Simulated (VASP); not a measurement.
Write the native input for VASP 6.6.1 that does the following.

- Task: single point
- Functional: PBEsol
- Potentials or basis: VASP PAW PBE potentials, release 64 (Mg, O)
- Cutoff: 520 eV
- k mesh: 9 × 9 × 8
- Occupations: methfessel-paxton, width 0.025 eV
- Spin: no spin polarisation
- Dipole correction: no
- Further INCAR settings: ALGO = Normal; EDIFF = 1e-06; NBANDS = 11

The structure of MgO lies in POSCAR:

```
MgO
1.0
    2.9380209034      0.0000000000      0.0000000000
   -1.4690104517      2.5444007392      0.0000000000
    0.0000000000      0.0000000000      2.6796800000
Mg O
1 1
Direct
    0.0000000000      0.0000000000      0.0000000000
    0.3333333333      0.6666666667      0.5000000000
```

One way to write it, as run:

INCAR

```
ALGO = Normal ; EDIFF = 1E-6
ENCUT = 520 ; GGA = PS
ISIF = 2 ; ISMEAR = 1
LASPH = T ; LCHARG = F
LREAL = F ; LWAVE = F
NBANDS = 11 ; NELM = 80
PREC = Accurate ; SIGMA = 0.025
```

KPOINTS

```
k-points
0
Gamma
  9 9 8
```

Potentials or basis: VASP PAW PBE potentials, release 64 (Mg, O).

Launch:

```console
$ cat potpaw_PBE.64/Mg/POTCAR potpaw_PBE.64/O/POTCAR > POTCAR
$ mpirun -np 1 vasp_std > vasp.out
```

Results of the run:

The pressure is -4.3 GPa and the band gap on the k mesh is 2.92 eV, indirect (least direct gap 3.33 eV).

Caveat: the PAW data sets were made with another functional, which shifts forces and pressure a little.

Wall time 4.6 s on 1 thread of Intel(R) Xeon(R) 6975P-C (Granite Rapids) (shared host), peak memory 0.14 GiB.
